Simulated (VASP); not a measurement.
# Na (Pm-3m) in VASP: notebook

Na is run at these levels: PBEsol; tasks: single point.

Everything below comes from runs of VASP 6.6.1. Logs are shortened: lines on timing, memory, paths and dates and some standing lists are left out, and cuts for length are marked.

**1. The cell of the first run**

The structure is cubic, space group Pm-3m (No. 221). The conventional cell has a = 2.324 Å, b = 2.324 Å, c = 2.324 Å, α = 90.00°, β = 90.00°, γ = 90.00°. Within 3.1 Å of Na (site symmetry m-3m) lie 6 Na at 2.32 Å.

This isn't the form of Na at room conditions, which is bcc.

**2. Single point, PBEsol**

The input, INCAR:

```
SYSTEM = Na
  PREC = Accurate
  ENCUT = 520
  EDIFF = 1E-7
  ISMEAR = 0
  SIGMA = 0.05
  LREAL = .FALSE.
  LASPH = .TRUE.
  NELM = 60
  ALGO = Normal
  ISIF = 2
  LWAVE = .FALSE.
  LCHARG = .TRUE.
  GGA = PS
  LELF = .TRUE.
  LVHAR = .TRUE.
  NBANDS = 10
```

The input, KPOINTS:

```
regular mesh
0
G
  12 12 12
  0 0 0
```

The input, POSCAR:

```
Na
1.0
    2.3242231506      0.0000000000      0.0000000000
    0.0000000000      2.3242231506      0.0000000000
    0.0000000000      0.0000000000      2.3242231506
Na
1
Direct
    0.0000000000      0.0000000000      0.0000000000
```

Potentials or basis: VASP PAW PBE potentials, release 64 (Na_pv).

On the command line:

```console
$ cat potpaw_PBE.64/Na_pv/POTCAR > POTCAR
$ mpirun -np 1 vasp_std > vasp.out
```

OUTCAR:

```text
SYSTEM = Na
   PREC = Accurate
   ENCUT = 520
   EDIFF = 1E-7
   ISMEAR = 0
   LREAL = .FALSE.
   LASPH = .TRUE.
   NELM = 60
   ISIF = 2
   GGA = PS

 ion  position               nearest neighbor table
   1  0.000  0.000  0.000-

  LATTYP: Found a simple cubic cell.
 ALAT       =     2.3242231506

  Lattice vectors:

 A1 = (   2.3242231506,   0.0000000000,   0.0000000000)
 A2 = (   0.0000000000,   2.3242231506,   0.0000000000)
 A3 = (   0.0000000000,   0.0000000000,   2.3242231506)

Analysis of symmetry for initial positions (statically):
=====================================================================
 Subroutine PRICEL returns:
 Original cell was already a primitive cell.

 Routine SETGRP: Setting up the symmetry group for a
 simple cubic supercell.

 Subroutine GETGRP returns: Found 48 space group operations
 (whereof 48 operations were pure point group operations)
 out of a pool of 48 trial point group operations.

The static configuration has the point symmetry O_h .

Analysis of symmetry for dynamics (positions and initial velocities):
=====================================================================
 Subroutine PRICEL returns:
 Original cell was already a primitive cell.

 Routine SETGRP: Setting up the symmetry group for a
 simple cubic supercell.

 Subroutine GETGRP returns: Found 48 space group operations
 (whereof 48 operations were pure point group operations)
 out of a pool of 48 trial point group operations.

The dynamic configuration has the point symmetry O_h .

 Subroutine INISYM returns: Found 48 space group operations
 (whereof 48 operations are pure point group operations),
 and found     1 'primitive' translations

----------------------------------------------------------------------------------------

                                     Primitive cell

  volume of cell :      12.5555

  direct lattice vectors                    reciprocal lattice vectors
     2.324223151  0.000000000  0.000000000     0.430251286  0.000000000  0.000000000
     0.000000000  2.324223151  0.000000000     0.000000000  0.430251286  0.000000000
     0.000000000  0.000000000  2.324223151     0.000000000  0.000000000  0.430251286

  length of vectors
     2.324223151  2.324223151  2.324223151     0.430251286  0.430251286  0.430251286

  position of ions in fractional coordinates (direct lattice)
     0.000000000  0.000000000  0.000000000

  ion indices of the primitive-cell ions
   primitive index   ion index
                 1           1

[... 71 lines left out ...]
   EDIFF  = 0.1E-06   stopping-criterion for ELM
   LREAL  =      F    real-space projection
   EDIFFG = 0.1E-05   stopping-criterion for IOM
   NSW    =      0    number of steps for IOM
   IBRION =     -1    ionic relax: 0-MD 1-quasi-New 2-CG
   NFREE  =      0    steps in history (QN), initial steepest desc. (CG)
   ISIF   =      2    stress and relaxation
   ISYM   =      2    0-nonsym 1-usesym 2-fastsym
   POTIM  = 0.5000    time-step for ionic-motion
   TEBEG  =    0.0;   TEEND  =   0.0 temperature during run
   PSTRESS=    0.0 pullay stress
   NELECT =       7.0000    total number of electrons
   NUPDOWN=      -1.0000    fix difference up-down
   EMIN   =  10.00;   EMAX   =-10.00  energy-range for DOS
   EFERMI =   0.00;   METHOD = LEGACY
   ISMEAR =     0;   SIGMA  =   0.05  broadening in eV -4-tet -1-fermi 0-gaus
   EFERMI_NEDOS =   21; number of points for ismear=-14 and -15
   IALGO  =     38    algorithm
   IMIX   =      4    mixing-type and parameters
     AMIX     =   0.40;   BMIX     =  1.00
     AMIX_MAG =   1.60;   BMIX_MAG =  1.00
  volume/ion in A,a.u.               =      12.56        84.73
  Fermi-wavevector in a.u.,A,eV,Ry     =   1.347399  2.546216 24.701176  1.815485
  Thomas-Fermi vector in A             =   2.475153
   LORBIT       =      0    0 simple, 1 ext, 2 COOP (PROOUT), +10 PAW based schemes
   GGA     = PS    functional components
   LHFCALC =     F    Hartree Fock is set to
   AEXX    =    0.0000 exact exchange contribution
   IVDW    =     0    specifies the selected vdW correction
   LEPSILON=     F    determine dielectric tensor
   LRPA    =     F    only Hartree local field effects (RPA)
 non-spin polarized calculation
 Gauss-broadening in eV      SIGMA  =   0.05
  energy-cutoff  :      520.00
  volume of cell :       12.56
 maximum number of plane-waves:       356
 NGX is ok and might be reduce to    18
   NGX =  9   NGY =  9   NGZ =  9

 number of electron       7.0000021 magnetization

 Free energy of the ion-electron system (eV)
  ---------------------------------------------------
  ext. energy  EPLUGINS =         0.00000000
  ---------------------------------------------------
  free energy    TOTEN  =         0.66783960 eV

  energy without entropy =        0.66850695  energy(sigma->0) =        0.66817327

 E-fermi :   6.1722     XC(G=0): -10.2982

 val. band max:        6.1561340239   @ k =   0.3333   0.2500   0.2500
 cond. band min:       6.2397850718   @ k =   0.4167   0.2500   0.0833
 fundamental gap:      0.0836510479
 Fermi energy:         6.1721996512

 k-point     1 :       0.0000    0.0000    0.0000
  band No.  band energies     occupation
      1     -19.5033      2.00000
      2     -19.5033      2.00000
      3     -19.5033      2.00000
      4      -0.0760      2.00000
      5      20.0996      0.00000
      6      20.0996      0.00000
      7      26.6928      0.00000
      8      26.6928      0.00000
      9      26.6928      0.00000
     10      34.8398      0.00000
[... 287 lines left out ...]
 k-point    24 :       0.4167    0.3333    0.0000
  band No.  band energies     occupation
      1     -20.4450      2.00000
      2     -20.2067      2.00000
      3     -19.3322      2.00000
      4       7.0464      0.00000
      5      12.1718      0.00000
      6      15.4063      0.00000
      7      20.8622      0.00000
      8      30.3341      0.00000
      9      33.2915      0.00000
     10      33.6730      0.00000

 [... further k-points ...]
[... 5 lines left out ...]
  --------------------------------------------------------------------------------------
  -------------------------------------------------------------------------------------
  Total        4.7278202      4.7278202      4.7278202     -0.0000000      0.0000000     -0.0000000
  in kB      603.3065900    603.3065900    603.3065900     -0.0000000      0.0000000     -0.0000000
  external PRESSURE =     603.3065900 kB  Pullay stress =       0.0000000 kB

 VOLUME and BASIS-vectors are now :
 -----------------------------------------------------------------------------
  energy-cutoff  :      520.00
  volume of cell :       12.56
      direct lattice vectors                 reciprocal lattice vectors
     2.324223151  0.000000000  0.000000000     0.430251286  0.000000000  0.000000000
     0.000000000  2.324223151  0.000000000     0.000000000  0.430251286  0.000000000
     0.000000000  0.000000000  2.324223151     0.000000000  0.000000000  0.430251286

 POSITION                                       TOTAL-FORCE (eV/Angst)
 -----------------------------------------------------------------------------------
      0.00000      0.00000      0.00000         0.000000      0.000000      0.000000
 -----------------------------------------------------------------------------------
    total drift:                                0.000000      0.000000      0.000000

  FREE ENERGIE OF THE ION-ELECTRON SYSTEM (eV)
  ---------------------------------------------------
  free  energy   TOTEN  =         0.6678396001 eV

  energy  without entropy=        0.6685069469  energy(sigma->0) =        0.66817327
```

stdout:

```text
POSCAR found type information on POSCAR Na
 POSCAR found :  1 types and       1 ions
 scaLAPACK will be used
 -----------------------------------------------------------------------------
|                                                                             |
|                                                                             |
|     You enforced a specific xc type in the INCAR file but a different       |
|     I HOPE YOU KNOW WHAT YOU ARE DOING!                                     |
|                                                                             |
 -----------------------------------------------------------------------------

 LDA part: xc-table for (Slater+PW92), standard interpolation
 POSCAR, INCAR and KPOINTS ok, starting setup
 FFT: planning ... GRIDC
 FFT: planning ... GRID_SOFT
 FFT: planning ... GRID
 WAVECAR not read
 entering main loop
```

It took 3.8 s on 1 thread of Intel Xeon 6975P-C (Granite Rapids), shared host; peak memory 0.12 GiB.

What came out:

```
Free energy            : 0.6678 eV
Pressure               : 60.3 GPa
Band gap on the k mesh : zero (an odd number of electrons rules out a gap without spin polarisation)
```

Levels at points of the mesh, in eV from the Fermi level:
```
           k point  band 1  band 2  band 3  band 4  band 5  band 6
(0.00, 0.00, 0.00)  -25.68  -25.68  -25.68   -6.25   13.93   13.93
(0.50, 0.00, 0.00)  -26.88  -25.57  -25.57   -0.26    1.89   18.75
(0.50, 0.50, 0.00)  -26.62  -26.62  -25.47    3.08    6.94    6.94
(0.50, 0.50, 0.50)  -26.41  -26.41  -26.41    8.82    8.82    8.82
```

Caveat: the cell stands under pressure; the PAW data sets were made with another functional, which shifts forces and pressure a little.

**3. Single point, PBEsol**

This run uses another cell than the first one, of 14.45 Å³/atom.

The input, INCAR:

```
PREC = Accurate
ENCUT = 520
EDIFF = 1E-7
ISMEAR = 0
SIGMA = 0.05
LREAL = False
LASPH = True
NELM = 100
ALGO = Normal
ISIF = 2
LWAVE = False
LCHARG = True
GGA = PS
LELF = True
LVHAR = True
NBANDS = 10
```

The input, KPOINTS:

```
Automatic mesh
0
Gamma
  12 12 12
```

The input, POSCAR:

```
Na
1.0
    2.4354746886      0.0000000000      0.0000000000
    0.0000000000      2.4354746886      0.0000000000
    0.0000000000      0.0000000000      2.4354746886
Na
1
Direct
    0.0000000000      0.0000000000      0.0000000000
```

Potentials or basis: VASP PAW PBE potentials, release 64 (Na_pv).

On the command line:

```console
$ cat potpaw_PBE.64/Na_pv/POTCAR > POTCAR
$ mpirun -np 1 vasp_std > vasp.out
```

It took 3.6 s on 1 thread of Intel Xeon 6975P-C (Granite Rapids), shared host; peak memory 0.12 GiB.

It converged, with:

```
Free energy            : 0.0847 eV
Pressure               : 40.2 GPa
Band gap on the k mesh : zero (an odd number of electrons rules out a gap without spin polarisation)
```

Levels at points of the mesh, in eV from the Fermi level:
```tsv
k point	band 1	band 2	band 3	band 4	band 5	band 6	band 7
(0.00, 0.00, 0.00)	-25.37	-25.37	-25.37	-5.79	13.20	13.20	18.74
(0.50, 0.00, 0.00)	-26.24	-25.30	-25.30	-0.26	1.56	17.61	20.29
(0.50, 0.50, 0.00)	-26.06	-26.06	-25.23	3.29	6.23	6.23	10.05
(0.50, 0.50, 0.50)	-25.92	-25.92	-25.92	8.52	8.52	8.52	10.88
```

Caveat: the cell stands under pressure; the PAW data sets were made with another functional, which shifts forces and pressure a little.

**4. Single point, PBEsol**

This run uses another cell than the first one, of 18.12 Å³/atom.

The input, INCAR:

```
SYSTEM = Na
  ALGO = Normal
  EDIFF = 1E-7
  ENCUT = 520
  GGA = PS
  ISIF = 2
  ISMEAR = 0
  LASPH = .TRUE.
  LCHARG = .FALSE.
  LREAL = .FALSE.
  LWAVE = .FALSE.
  NBANDS = 10
  NELM = 100
  PREC = Accurate
  SIGMA = 0.05
```

The input, KPOINTS:

```
k-points
0
G
  12 12 12
  0 0 0
```

The input, POSCAR:

```
Na
1.0
    2.6264540642      0.0000000000      0.0000000000
    0.0000000000      2.6264540642      0.0000000000
    0.0000000000      0.0000000000      2.6264540642
Na
1
Direct
    0.0000000000      0.0000000000      0.0000000000
```

On the command line:

```console
$ cat potpaw_PBE.64/Na_pv/POTCAR > POTCAR
$ mpirun -np 1 vasp_std > vasp.out
```

Wall time 5.1 s (1 thread of Intel Xeon 6975P-C (Granite Rapids), shared host); peak memory 0.12 GiB.

It converged, with:

```
Free energy            : -0.5745 eV
Pressure               : 20.1 GPa
Band gap on the k mesh : zero (an odd number of electrons rules out a gap without spin polarisation)
```

Levels at points of the mesh, in eV from the Fermi level:
| k point | band 1 | band 2 | band 3 | band 4 | band 5 | band 6 | band 7 |
| --- | --- | --- | --- | --- | --- | --- | --- |
| (0.00, 0.00, 0.00) | -25.05 | -25.05 | -25.05 | -5.09 | 12.00 | 12.00 | 16.15 |
| (0.50, 0.00, 0.00) | -25.54 | -25.01 | -25.01 | -0.23 | 1.12 | 15.82 | 18.10 |
| (0.50, 0.50, 0.00) | -25.45 | -25.45 | -24.97 | 3.45 | 5.23 | 5.23 | 8.31 |
| (0.50, 0.50, 0.50) | -25.37 | -25.37 | -25.37 | 7.96 | 7.96 | 7.96 | 9.97 |

Caveat: the cell stands under pressure; the PAW data sets were made with another functional, which shifts forces and pressure a little.

**5. Single point, PBEsol**

This run uses another cell than the first one, of 38.97 Å³/atom.

The input, INCAR:

```
SYSTEM = Na
PREC = Accurate
ENCUT = 520
EDIFF = 1E-6
ISMEAR = 0
SIGMA = 0.05
LREAL = .FALSE.
LASPH = .TRUE.
NELM = 80
ALGO = Normal
ISIF = 2
LWAVE = .FALSE.
LCHARG = .FALSE.
GGA = PS
NBANDS = 10
```

The input, KPOINTS:

```
regular mesh
0
G
  12 12 12
  0 0 0
```

The input, POSCAR:

```
Na
1.0
    3.3904826470      0.0000000000      0.0000000000
    0.0000000000      3.3904826470      0.0000000000
    0.0000000000      0.0000000000      3.3904826470
Na
1
Direct
    0.0000000000      0.0000000000      0.0000000000
```

On the command line:

```console
$ cat potpaw_PBE.64/Na_pv/POTCAR > POTCAR
$ mpirun -np 1 vasp_std > vasp.out
```

Wall time 7.9 s (1 thread of Intel Xeon 6975P-C (Granite Rapids), shared host); peak memory 0.16 GiB.

It converged, with:

```
Free energy            : -1.2779 eV
Pressure               : 0.0 GPa
Band gap on the k mesh : zero (an odd number of electrons rules out a gap without spin polarisation)
```

Levels at points of the mesh, in eV from the Fermi level:
```tsv
k point	band 1	band 2	band 3	band 4	band 5	band 6	band 7	band 8
(0.00, 0.00, 0.00)	-24.99	-24.99	-24.99	-3.18	8.28	8.28	9.61	9.61
(0.50, 0.00, 0.00)	-25.04	-24.99	-24.99	0.02	0.20	10.59	12.00	12.00
(0.50, 0.50, 0.00)	-25.04	-25.04	-24.99	2.99	2.99	3.18	4.06	14.35
(0.50, 0.50, 0.50)	-25.03	-25.03	-25.03	5.87	5.87	5.87	6.01	6.01
```

Caveat: the PAW data sets were made with another functional, which shifts forces and pressure a little.

**6. The runs side by side**

```csv
cell,gap on the mesh (eV),pressure (GPa)
"a = 2.324 Å, 1 atom",none,60.3
"a = 2.435 Å, 1 atom",none,40.2
"a = 2.626 Å, 1 atom",none,20.1
"a = 3.390 Å, 1 atom",none,0.0
```

Alike in all rows: task single point; level PBEsol; potentials or basis VASP PAW PBE potentials, release 64 (Na_pv); no spin polarisation; k mesh 12 × 12 × 12; cutoff (eV) 520; smearing gaussian 0.05 eV.

Caveats: the PAW data sets were made with another functional, which shifts forces and pressure a little; the cell stands under pressure (at least some runs).

Absolute energies hang on the potentials; compare differences alone.

The gap in the log of VASP goes by the Fermi energy; the results here count the filled bands.